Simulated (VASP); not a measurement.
PbSe: single point with PBEsol

PbSe:

```
Pb Se
1.0
     0.00000    3.14630    3.14630
     3.14630    0.00000    3.14630
     3.14630    3.14630    0.00000
Pb Se
1 1
Direct
  0.00000 0.00000 0.00000
  0.50000 0.50000 0.50000
```

This cell differs from its parent crystal: functional PBEsol, strained.

```json
{
 "Program": "VASP 6.6.1",
 "Task": "single point",
 "Functional": "PBEsol",
 "Potentials or basis": "VASP PAW PBE potentials, release 64 (Pb_d, Se)",
 "Cutoff": "520 eV",
 "k mesh": "10 × 10 × 10",
 "Occupations": "gaussian, width 0.05 eV",
 "Spin": "no spin polarisation"
}
```

```
Pressure               : -4.0 GPa
Band gap on the k mesh : 0.45 eV, direct
```

Levels at points of the mesh, in eV from the valence-band top:
```
           k point  band 7  band 8  band 9  band 10  band 11  band 12  band 13  band 14
(0.00, 0.00, 0.00)   -6.40   -1.46   -1.46    -1.46     4.55     4.55     4.55     6.67
(0.50, 0.00, 0.00)   -8.35   -1.10   -1.10     0.00     0.45     1.87     1.87     8.36
(0.50, 0.50, 0.00)   -7.23   -4.30   -2.69    -2.69     3.97     5.33     5.33     5.71
```

It took 43 s on 1 thread of Intel(R) Xeon(R) Platinum 8488C (Sapphire Rapids) (shared host), peak memory 0.23 GiB.

Caveat: the cell differs from its parent crystal (functional PBEsol, strained); the PAW data sets were made with another functional, which shifts forces and pressure a little; spin-orbit coupling is left out, which moves the levels of the heavy elements. A k mesh can miss the band edges.
